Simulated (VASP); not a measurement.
# W (I4/mmm) in VASP: a series of runs, part 2 of 2

VASP 6.6.1.

## Step 3: Single point, r2SCAN (strain -0.0750 x Voigt [0, 1, 0, 0, 0, 0])

File POSCAR:

```
W
1.0
    0.0000000000      1.8777500000      2.0300000000
    2.0300000000      0.0000000000      2.0300000000
    2.0300000000      1.8777500000      0.0000000000
W
1
Direct
    0.0000000000      0.0000000000      0.0000000000
```

File INCAR.step1:

```
SYSTEM = W
  PREC = Accurate
  ENCUT = 520
  ISMEAR = 0
  SIGMA = 0.15
  LREAL = .False.
  LASPH = .True.
  NELM = 80
  NBANDS = 13
  GGA = PE
  ALGO = Normal
  EDIFF = 1E-4
  LWAVE = .True.
  LCHARG = .False.
```

File INCAR.step2:

```
SYSTEM = W
  PREC = Accurate
  ENCUT = 520
  EDIFF = 1E-6
  ISMEAR = 0
  SIGMA = 0.15
  LREAL = .False.
  LASPH = .True.
  NELM = 80
  ALGO = Normal
  ISIF = 2
  LWAVE = .False.
  LCHARG = .False.
  METAGGA = R2SCAN
  LMIXTAU = .True.
  NBANDS = 13
  ISTART = 1
```

File KPOINTS:

```
Automatic mesh
0
Gamma
  20 20 20
  0 0 0
```

Potentials or basis: VASP PAW PBE potentials, release 64 (W_sv).

Started as:

```sh
$ cat potpaw_PBE.64/W_sv/POTCAR > POTCAR
$ cp INCAR.step1 INCAR
$ mpirun -np 1 vasp_std > vasp.out
$ cp INCAR.step2 INCAR
$ mpirun -np 1 vasp_std > vasp.out
```

OUTCAR:

```text
SYSTEM = W
   PREC = Accurate
   ENCUT = 520
   EDIFF = 1E-6
   ISMEAR = 0
   LREAL = .False.
   LASPH = .True.
   NELM = 80
   ISIF = 2
   METAGGA = R2SCAN
   ISTART = 1

 ion  position               nearest neighbor table
   1  0.000  0.000  0.000-

  LATTYP: Found a body centered tetragonal cell.
 ALAT       =     2.8708535316
 C/A-ratio  =     1.3081475452

  Lattice vectors:

[... 564 lines left out ...]
     11      23.6387      0.00000
     12      27.0766      0.00000
     13      32.8833      0.00000

 [... further k-points ...]

------------------------ aborting loop because EDIFF is reached ----------------------------------------

  FORCE on cell =-STRESS in cart. coord.  units (eV):
  Direction    XX          YY          ZZ          XY          YZ          ZX
  --------------------------------------------------------------------------------------
  -------------------------------------------------------------------------------------
  Total        2.5232057     -0.2874542      2.5232057      0.0000000      0.0000000      0.0000000
  in kB      261.2181810    -29.7590705    261.2181810      0.0000000      0.0000000      0.0000000
  external PRESSURE =     164.2257638 kB  Pullay stress =       0.0000000 kB

 VOLUME and BASIS-vectors are now :
 -----------------------------------------------------------------------------
  energy-cutoff  :      520.00
  volume of cell :       15.48
      direct lattice vectors                 reciprocal lattice vectors
     0.000000000  1.877750000  2.030000000    -0.246305419  0.266276128  0.246305419
     2.030000000  0.000000000  2.030000000     0.246305419 -0.266276128  0.246305419
     2.030000000  1.877750000  0.000000000     0.246305419  0.266276128 -0.246305419

 POSITION                                       TOTAL-FORCE (eV/Angst)
 -----------------------------------------------------------------------------------
      0.00000      0.00000      0.00000         0.000000      0.000000     -0.000000
 -----------------------------------------------------------------------------------
    total drift:                               -0.000000      0.000000     -0.000000

  FREE ENERGIE OF THE ION-ELECTRON SYSTEM (eV)
  ---------------------------------------------------
  free  energy   TOTEN  =       -50.8438857665 eV

  energy  without entropy=      -50.8339958892  energy(sigma->0) =      -50.83894083
```

It took 3.9 min on 1 thread of Intel Xeon Platinum 8488C (Sapphire Rapids), shared host; peak memory 0.25 GiB.

What came out:

| Property | Result |
| --- | --- |
| Free energy | -50.8439 eV |
| Pressure | 16.4 GPa |
| Band gap on the k mesh | zero (bands 7 and 8 overlap by 5.20 eV) |

Stress tensor (GPa, compression positive):
```
26.12  0.00  0.00
 0.00 -2.98  0.00
 0.00  0.00 26.12
```

Caveat: the cell differs from its parent crystal (strain -0.0750 x Voigt [0, 1, 0, 0, 0, 0]); the stress differs along the axes, from -3 to 26 GPa; the PAW data sets were made with another functional, which shifts forces and pressure a little; spin-orbit coupling is left out, which moves the levels of the heavy elements.

## Step 4: Single point, r2SCAN (strain -0.0500 x Voigt [0, 1, 0, 0, 0, 0])

File POSCAR:

```
W
1.0
    0.0000000000      1.9285000000      2.0300000000
    2.0300000000      0.0000000000      2.0300000000
    2.0300000000      1.9285000000      0.0000000000
W
1
Direct
    0.0000000000      0.0000000000      0.0000000000
```

File INCAR.step1:

```
SYSTEM = W
ALGO = Normal ; EDIFF = 1E-4
ENCUT = 520 ; GGA = PE
ISMEAR = 0 ; LASPH = .TRUE.
LCHARG = .FALSE. ; LREAL = .FALSE.
LWAVE = .TRUE. ; NBANDS = 13
NELM = 60 ; PREC = Accurate
SIGMA = 0.15
```

File INCAR.step2:

```
SYSTEM = W
ALGO = Normal ; EDIFF = 1E-6
ENCUT = 520 ; ISIF = 2
ISMEAR = 0 ; ISTART = 1
LASPH = .TRUE. ; LCHARG = .FALSE.
LMIXTAU = .TRUE. ; LREAL = .FALSE.
LWAVE = .FALSE. ; METAGGA = R2SCAN
NBANDS = 13 ; NELM = 60
PREC = Accurate ; SIGMA = 0.15
```

File KPOINTS:

```
k-points
0
G
  20 20 20
  0 0 0
```

Started as:

```sh
$ cat potpaw_PBE.64/W_sv/POTCAR > POTCAR
$ cp INCAR.step1 INCAR
$ mpirun -np 1 vasp_std > vasp.out
$ cp INCAR.step2 INCAR
$ mpirun -np 1 vasp_std > vasp.out
```

It took 5.1 min on 1 thread of Intel Xeon Platinum 8488C (Sapphire Rapids), shared host; peak memory 0.24 GiB.

The run converged. Its results:

| Item | Value |
| --- | --- |
| Free energy | -50.8317 eV |
| Pressure | 7.4 GPa |
| Band gap on the k mesh | zero (bands 7 and 8 overlap by 4.46 eV) |

Stress tensor (GPa, compression positive):
```
14.26  0.00  0.00
 0.00 -6.39  0.00
 0.00  0.00 14.26
```

Levels at points of the mesh, in eV from the Fermi level:
```tsv
k point	band 5	band 6	band 7	band 8	band 9	band 10
(0.00, 0.00, 0.00)	-9.74	-0.97	-0.97	-0.17	2.22	3.33
(0.50, 0.00, 0.00)	-6.18	-1.35	-0.42	0.47	5.16	5.62
(0.50, 0.50, 0.00)	-6.08	-5.04	2.75	5.41	5.74	6.46
(0.50, 0.00, 0.50)	-5.99	-5.16	3.86	5.37	6.12	6.12
```

Caveat: the cell differs from its parent crystal (strain -0.0500 x Voigt [0, 1, 0, 0, 0, 0]); the stress differs along the axes, from -6 to 14 GPa; the PAW data sets were made with another functional, which shifts forces and pressure a little; spin-orbit coupling is left out, which moves the levels of the heavy elements.

## Step 5: Summary

```tsv
cell	gap on the mesh (eV)	pressure (GPa)
a = 2.731, b = 2.871 Å, angles 58.3, 63.4, 58.3°, 1 atom	none	26.7
a = 2.765, b = 2.871 Å, angles 58.7, 62.5, 58.7°, 1 atom	none	16.4
a = 2.800, b = 2.871 Å, angles 59.2, 61.7, 59.2°, 1 atom	none	7.4
```

Alike in all rows: task single point; level r2SCAN; potentials or basis VASP PAW PBE potentials, release 64 (W_sv); no spin polarisation; k mesh 20 × 20 × 20; cutoff (eV) 520; smearing gaussian 0.15 eV.

Caveats: the PAW data sets were made with another functional, which shifts forces and pressure a little; spin-orbit coupling is left out, which moves the levels of the heavy elements; the stress differs along the axes, from 3 to 38 GPa (at least some runs); the stress differs along the axes, from -3 to 26 GPa (at least some runs); the stress differs along the axes, from -6 to 14 GPa (at least some runs).

Absolute energies hang on the potentials; compare differences alone.
